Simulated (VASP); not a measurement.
# InPd (Fm-3m) in VASP: notebook, part 2 of 3

VASP 6.6.1. Earlier steps stand in the parts before.

## Step 3: Single point, PBE

This run uses another cell than the first one, of 20.68 Å³/atom.

INCAR reads:

```
PREC     = Accurate       # precision mode
ENCUT    = 520            # plane-wave cutoff, eV
EDIFF    = 1E-6           # SCF threshold, eV
ISMEAR   = 0              # smearing method
SIGMA    = 0.1            # smearing width, eV
LREAL    = F              # projectors in reciprocal space
LASPH    = T              # aspherical terms in the spheres
NELM     = 100            # most SCF steps
ALGO     = Normal         # electronic algorithm
ISIF     = 2              # what is computed and relaxed
LWAVE    = F              # write WAVECAR
LCHARG   = T              # write CHGCAR
GGA      = PE             # functional
LELF     = T              # ELF
LVHAR    = T            
NBANDS   = 18             # bands
```

KPOINTS reads:

```
Automatic mesh
0
Gamma
  6 6 6
```

POSCAR reads:

```
InPd
1.0
    0.0000000000      2.7449881444      2.7449881444
    2.7449881444      0.0000000000      2.7449881444
    2.7449881444      2.7449881444      0.0000000000
In Pd
1 1
Direct
    0.0000000000      0.0000000000      0.0000000000
    0.5000000000      0.5000000000      0.5000000000
```

Potentials or basis: VASP PAW PBE potentials, release 64 (In_d, Pd).

Launch:

```console
> cat potpaw_PBE.64/In_d/POTCAR potpaw_PBE.64/Pd/POTCAR > POTCAR
> mpirun -np 1 vasp_std > vasp.out
```

OUTCAR:

```text
PREC = Accurate
   ENCUT = 520
   EDIFF = 1E-6
   ISMEAR = 0
   LREAL = F
   LASPH = T
   NELM = 100
   ISIF = 2
   GGA = PE

 ion  position               nearest neighbor table
   1  0.000  0.000  0.000-   2 2.74   2 2.74   2 2.74   2 2.74   2 2.74   2 2.74
   2  0.500  0.500  0.500-   1 2.74   1 2.74   1 2.74   1 2.74   1 2.74   1 2.74

  LATTYP: Found a face centered cubic cell.
 ALAT       =     5.4899762888

  Lattice vectors:

 A1 = (   0.0000000000,   2.7449881444,   2.7449881444)
 A2 = (   2.7449881444,   0.0000000000,   2.7449881444)
 A3 = (   2.7449881444,   2.7449881444,   0.0000000000)

Analysis of symmetry for initial positions (statically):
=====================================================================
 Subroutine PRICEL returns:
 Original cell was already a primitive cell.

 Routine SETGRP: Setting up the symmetry group for a
 face centered cubic supercell.

 Subroutine GETGRP returns: Found 48 space group operations
 (whereof 48 operations were pure point group operations)
 out of a pool of 48 trial point group operations.

The static configuration has the point symmetry O_h .

Analysis of symmetry for dynamics (positions and initial velocities):
=====================================================================
 Subroutine PRICEL returns:
 Original cell was already a primitive cell.

 Routine SETGRP: Setting up the symmetry group for a
 face centered cubic supercell.

 Subroutine GETGRP returns: Found 48 space group operations
 (whereof 48 operations were pure point group operations)
 out of a pool of 48 trial point group operations.

The dynamic configuration has the point symmetry O_h .

 Subroutine INISYM returns: Found 48 space group operations
 (whereof 48 operations are pure point group operations),
 and found     1 'primitive' translations

----------------------------------------------------------------------------------------

                                     Primitive cell

  volume of cell :      41.3668

  direct lattice vectors                    reciprocal lattice vectors
     0.000000000  2.744988144  2.744988144    -0.182150149  0.182150149  0.182150149
     2.744988144  0.000000000  2.744988144     0.182150149 -0.182150149  0.182150149
     2.744988144  2.744988144  0.000000000     0.182150149  0.182150149 -0.182150149

  length of vectors
     3.881999462  3.881999462  3.881999462     0.315493313  0.315493313  0.315493313

  position of ions in fractional coordinates (direct lattice)
     0.000000000  0.000000000  0.000000000
     0.500000000  0.500000000  0.500000000

  ion indices of the primitive-cell ions
   primitive index   ion index
                 1           1
                 2           2

----------------------------------------------------------------------------------------

 KPOINTS: Automatic mesh

Automatic generation of k-mesh.
 Grid dimensions read from file:
 generate k-points for:    6    6    6

 Generating k-lattice:

  Cartesian coordinates                     Fractional coordinates (reciprocal lattice)
    -0.030358358  0.030358358  0.030358358     0.166666667  0.000000000  0.000000000
     0.030358358 -0.030358358  0.030358358     0.000000000  0.166666667  0.000000000
     0.030358358  0.030358358 -0.030358358     0.000000000  0.000000000  0.166666667

  Length of vectors
     0.052582219  0.052582219  0.052582219

  Shift w.r.t. Gamma in fractional coordinates (k-lattice)
     0.000000000  0.000000000  0.000000000

 Subroutine IBZKPT returns following result:
 ===========================================

 Found     16 irreducible k-points:

 Following reciprocal coordinates:
            Coordinates               Weight
  0.000000  0.000000  0.000000      1.000000
  0.166667  0.000000  0.000000      8.000000
  0.333333  0.000000  0.000000      8.000000
  0.500000  0.000000  0.000000      4.000000
  0.166667  0.166667  0.000000      6.000000
  0.333333  0.166667  0.000000     24.000000
[... 8 lines left out ...]
 -0.333333  0.333333  0.166667     24.000000
 -0.333333  0.500000  0.166667     12.000000
   k-points           NKPTS =     16   k-points in BZ     NKDIM =     16   number of bands    NBANDS=     18
   number of dos      NEDOS =    301   number of ions     NIONS =      2
   total plane-waves  NPLWV =  27000
   dimension x,y,z NGX =    30 NGY =   30 NGZ =   30
   dimension x,y,z NGXF=    60 NGYF=   60 NGZF=   60
   ions per type =               1   1
   NGX,Y,Z   is equivalent  to a cutoff of  12.85, 12.85, 12.85 a.u.
   NGXF,Y,Z  is equivalent  to a cutoff of  25.69, 25.69, 25.69 a.u.
 SYSTEM =  unknown system
   PREC   = accura    normal or accurate (medium, high low for compatibility)
   ISTART =      0    job   : 0-new  1-cont  2-samecut
   ICHARG =      2    charge: 1-file 2-atom 10-const
   ISPIN  =      1    spin polarized calculation?
   LNONCOLLINEAR =      F non collinear calculations
   LSORBIT =      F    spin-orbit coupling
   LASPH  =      T    aspherical Exc in radial PAW
   ENCUT  =  520.0 eV  38.22 Ry    6.18 a.u.   7.22  7.22  7.22*2*pi/ulx,y,z
   NELM   =    100;   NELMIN=  2; NELMDL= -5     # of ELM steps
   EDIFF  = 0.1E-05   stopping-criterion for ELM
   LREAL  =      F    real-space projection
   EDIFFG = 0.1E-04   stopping-criterion for IOM
   NSW    =      0    number of steps for IOM
   IBRION =     -1    ionic relax: 0-MD 1-quasi-New 2-CG
   NFREE  =      0    steps in history (QN), initial steepest desc. (CG)
   ISIF   =      2    stress and relaxation
   ISYM   =      2    0-nonsym 1-usesym 2-fastsym
   POTIM  = 0.5000    time-step for ionic-motion
   TEBEG  =    0.0;   TEEND  =   0.0 temperature during run
   PSTRESS=    0.0 pullay stress
   NELECT =      23.0000    total number of electrons
   NUPDOWN=      -1.0000    fix difference up-down
   EMIN   =  10.00;   EMAX   =-10.00  energy-range for DOS
   EFERMI =   0.00;   METHOD = LEGACY
   ISMEAR =     0;   SIGMA  =   0.10  broadening in eV -4-tet -1-fermi 0-gaus
   EFERMI_NEDOS =   21; number of points for ismear=-14 and -15
   IALGO  =     38    algorithm
   IMIX   =      4    mixing-type and parameters
     AMIX     =   0.40;   BMIX     =  1.00
     AMIX_MAG =   1.60;   BMIX_MAG =  1.00
  volume/ion in A,a.u.               =      20.68       139.58
  Fermi-wavevector in a.u.,A,eV,Ry     =   1.346171  2.543895 24.656165  1.812177
  Thomas-Fermi vector in A             =   2.474025
   LORBIT       =      0    0 simple, 1 ext, 2 COOP (PROOUT), +10 PAW based schemes
   GGA     = PE    functional components
   LHFCALC =     F    Hartree Fock is set to
   AEXX    =    0.0000 exact exchange contribution
   IVDW    =     0    specifies the selected vdW correction
   LEPSILON=     F    determine dielectric tensor
   LRPA    =     F    only Hartree local field effects (RPA)
 non-spin polarized calculation
 Gauss-broadening in eV      SIGMA  =   0.10
  energy-cutoff  :      520.00
  volume of cell :       41.37
 maximum number of plane-waves:      1139
 NGX is ok and might be reduce to    30
   NGX = 15   NGY = 15   NGZ = 15

 number of electron      23.0000008 magnetization

 Free energy of the ion-electron system (eV)
  ---------------------------------------------------
  ext. energy  EPLUGINS =         0.00000000
  ---------------------------------------------------
  free energy    TOTEN  =        -8.26815921 eV

  energy without entropy =       -8.25752318  energy(sigma->0) =       -8.26284119

 E-fermi :   8.1735     XC(G=0): -11.2107

 val. band max:        8.1381007343   @ k =   0.5000   0.5000   0.0000
 cond. band min:       8.1874536947   @ k =  -0.3333   0.5000   0.1667
 fundamental gap:      0.0493529604
 Fermi energy:         8.1734916233

 k-point     1 :       0.0000    0.0000    0.0000
  band No.  band energies     occupation
      1      -6.4256      2.00000
      2      -6.4256      2.00000
      3      -6.3296      2.00000
      4      -6.3296      2.00000
      5      -6.3296      2.00000
      6      -0.6164      2.00000
[... 10 lines left out ...]
     17      20.1431      0.00000
     18      20.1431      0.00000
[... 295 lines left out ...]
 k-point    16 :      -0.3333    0.5000    0.1667
  band No.  band energies     occupation
      1      -6.4345      2.00000
      2      -6.3480      2.00000
      3      -6.3428      2.00000
      4      -6.2384      2.00000
      5      -6.1889      2.00000
      6       2.4043      2.00000
[... 10 lines left out ...]
     17      20.9921      0.00000
     18      21.0399      0.00000

------------------------ aborting loop because EDIFF is reached ----------------------------------------

  FORCE on cell =-STRESS in cart. coord.  units (eV):
  Direction    XX          YY          ZZ          XY          YZ          ZX
  --------------------------------------------------------------------------------------
  -------------------------------------------------------------------------------------
  Total        0.0627913      0.0627913      0.0627913     -0.0000000     -0.0000000      0.0000000
  in kB        2.4319708      2.4319708      2.4319708     -0.0000000     -0.0000000      0.0000000
  external PRESSURE =       2.4319708 kB  Pullay stress =       0.0000000 kB

 VOLUME and BASIS-vectors are now :
 -----------------------------------------------------------------------------
  energy-cutoff  :      520.00
  volume of cell :       41.37
      direct lattice vectors                 reciprocal lattice vectors
     0.000000000  2.744988144  2.744988144    -0.182150149  0.182150149  0.182150149
     2.744988144  0.000000000  2.744988144     0.182150149 -0.182150149  0.182150149
     2.744988144  2.744988144  0.000000000     0.182150149  0.182150149 -0.182150149

 POSITION                                       TOTAL-FORCE (eV/Angst)
 -----------------------------------------------------------------------------------
      0.00000      0.00000      0.00000        -0.000000     -0.000000     -0.000000
      2.74499      2.74499      2.74499         0.000000      0.000000      0.000000
 -----------------------------------------------------------------------------------
    total drift:                                0.000000      0.000000      0.000000

  FREE ENERGIE OF THE ION-ELECTRON SYSTEM (eV)
  ---------------------------------------------------
  free  energy   TOTEN  =        -8.2681592055 eV

  energy  without entropy=       -8.2575231819  energy(sigma->0) =       -8.26284119
```

It took 27 s on 1 thread of Intel Xeon 8259CL, shared host; peak memory 0.17 GiB.

What came out:

| Quantity | Value |
| --- | --- |
| Free energy | -8.2682 eV |
| Pressure | 0.2 GPa |
| Band gap on the k mesh | zero (an odd number of electrons rules out a gap without spin polarisation) |

Caveat: spin-orbit coupling is left out, which moves the levels of the heavy elements.

## Step 4: Relaxation of cell and atoms, PBE

INCAR reads:

```
PREC     = Accurate       # precision mode
ENCUT    = 600            # plane-wave cutoff, eV
EDIFF    = 1E-6           # SCF threshold, eV
ISMEAR   = 0              # smearing method
SIGMA    = 0.1            # smearing width, eV
LREAL    = False          # projectors in reciprocal space
LASPH    = True           # aspherical terms in the spheres
NELM     = 60             # most SCF steps
ALGO     = Normal         # electronic algorithm
ISIF     = 3              # what is computed and relaxed
LWAVE    = False          # write WAVECAR
LCHARG   = False          # write CHGCAR
GGA      = PE             # functional
IBRION   = 2              # ionic algorithm
NSW      = 90             # ionic steps
EDIFFG   = -0.04          # ionic threshold
```

KPOINTS is that of step 3.

POSCAR reads:

```
InPd
1.0
    0.0000000000      2.6111947200      2.6111947200
    2.6111947200      0.0000000000      2.6111947200
    2.6111947200      2.6111947200      0.0000000000
In Pd
1 1
Direct
    0.0000000000      0.0000000000      0.0000000000
    0.5000000000      0.5000000000      0.5000000000
```

Launch:

```console
> cat potpaw_PBE.64/In_d/POTCAR potpaw_PBE.64/Pd/POTCAR > POTCAR
> mpirun -np 1 vasp_std > vasp.out
```

It took 62 s on 1 thread of Intel Xeon 8259CL, shared host; peak memory 0.18 GiB.

Results (log left out):

```yaml
Free_energy: -8.2653 eV
Relaxed_volume: 20.79 Å³/atom
Relaxed_cell: a = 3.888 Å, b = 3.888 Å, c = 3.888 Å, α = 60.00°, β = 60.00°, γ = 60.00°
Space_group_after_relaxing_to_0.1_Å: Fm-3m (No. 225)
Energy_gained_by_relaxing: 149.8 meV/atom
Ionic_steps: 3
Pressure_after_relaxing: -0.2 GPa
Band_gap_on_the_k_mesh: zero (an odd number of electrons rules out a gap without spin polarisation)
```

Step by step:
| step | energy change (eV) | largest force (eV/Å) | pressure (GPa) | volume (Å³) |
| --- | --- | --- | --- | --- |
| 1 | 0.0000 | 0.0000 | 19.33 | 35.61 |
| 2 | -0.1170 | 0.0000 | -7.81 | 47.86 |
| 3 | -0.2996 | 0.0000 | -0.17 | 41.57 |

Final structure:
```
CELL_PARAMETERS angstrom
0.00000 2.74951 2.74951
2.74951 0.00000 2.74951
2.74951 2.74951 0.00000
ATOMIC_POSITIONS crystal
In 0.00000 0.00000 0.00000
Pd 0.50000 0.50000 0.50000
```

Levels at points of the mesh, in eV from the Fermi level:
| k point | band 8 | band 9 | band 10 | band 11 | band 12 | band 13 | band 14 | band 15 |
| --- | --- | --- | --- | --- | --- | --- | --- | --- |
| (0.00, 0.00, 0.00) | -2.81 | -2.81 | -2.57 | -2.57 | 5.38 | 5.38 | 5.38 | 8.78 |
| (0.50, 0.00, 0.00) | -3.56 | -3.56 | -2.43 | -2.43 | -1.37 | 7.25 | 7.25 | 7.30 |
| (0.50, 0.50, 0.00) | -2.52 | -2.37 | -2.22 | -2.22 | -0.04 | 1.47 | 1.47 | 4.60 |

Caveat: the volume moved by over 15 % at a fixed basis, so the end points are rough; spin-orbit coupling is left out, which moves the levels of the heavy elements.

(Continued in part 3 of 3.)
